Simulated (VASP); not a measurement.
**Ge2Sb2Te5: single point with PBEsol**

The system is Ge2Sb2Te5.

```
CELL_PARAMETERS angstrom
4.21784 0.00000 0.00000
-2.10892 3.65276 0.00000
0.00000 0.00000 17.00429
ATOMIC_POSITIONS crystal
Te 0.66667 0.33333 0.41562
Te 0.33333 0.66667 0.58438
Te 0.33333 0.66667 0.19668
Te 0.66667 0.33333 0.80332
Te 0.00000 0.00000 0.00000
Sb 0.00000 0.00000 0.31508
Sb 0.00000 0.00000 0.68492
Ge 0.66667 0.33333 0.10016
Ge 0.33333 0.66667 0.89984
```

```yaml
Program: VASP 6.6.1
Task: single point
Functional: PBEsol
Potentials_or_basis: VASP PAW PBE potentials, release 64 (Te, Sb, Ge_d)
Cutoff: 520 eV
k_mesh: 5 × 5 × 2
Occupations: fermi-dirac, width 0.05 eV
Spin: no spin polarisation
```

```
Pressure               : 0.1 GPa
Largest force          : 0.028 eV/Å
Band gap on the k mesh : 0.23 eV
```

Forces in eV/Å, atoms in the order of the input:
```
Te   0.000  0.000  0.028
Te   0.000  0.000 -0.028
Te   0.000  0.000  0.004
Te   0.000  0.000 -0.004
Te   0.000  0.000  0.000
Sb   0.000  0.000 -0.027
Sb   0.000  0.000  0.027
Ge   0.000  0.000  0.004
Ge   0.000  0.000 -0.004
```

Levels at points of the mesh, in eV from the valence-band top:
| k point | band 30 | band 31 | band 32 | band 33 | band 34 | band 35 | band 36 | band 37 | band 38 | band 39 |
| --- | --- | --- | --- | --- | --- | --- | --- | --- | --- | --- |
| (0.00, 0.00, 0.00) | -1.37 | -1.37 | -1.08 | -0.81 | 0.00 | 0.23 | 0.23 | 0.29 | 0.89 | 0.89 |
| (0.00, 0.00, 0.50) | -1.47 | -1.47 | -1.38 | -0.66 | -0.14 | 0.40 | 0.40 | 0.50 | 0.60 | 0.60 |

It took 2.3 min on 1 thread of Intel(R) Xeon(R) Platinum 8488C (Sapphire Rapids) (shared host), peak memory 0.41 GiB.

Caveat: the PAW data sets were made with another functional, which shifts forces and pressure a little; spin-orbit coupling is left out, which moves the levels of the heavy elements; an odd mesh through Γ misses points on the zone boundary, where band edges can lie; this functional lacks dispersion, which binds the layers, so the pressure and a relaxed spacing across them are unreliable.
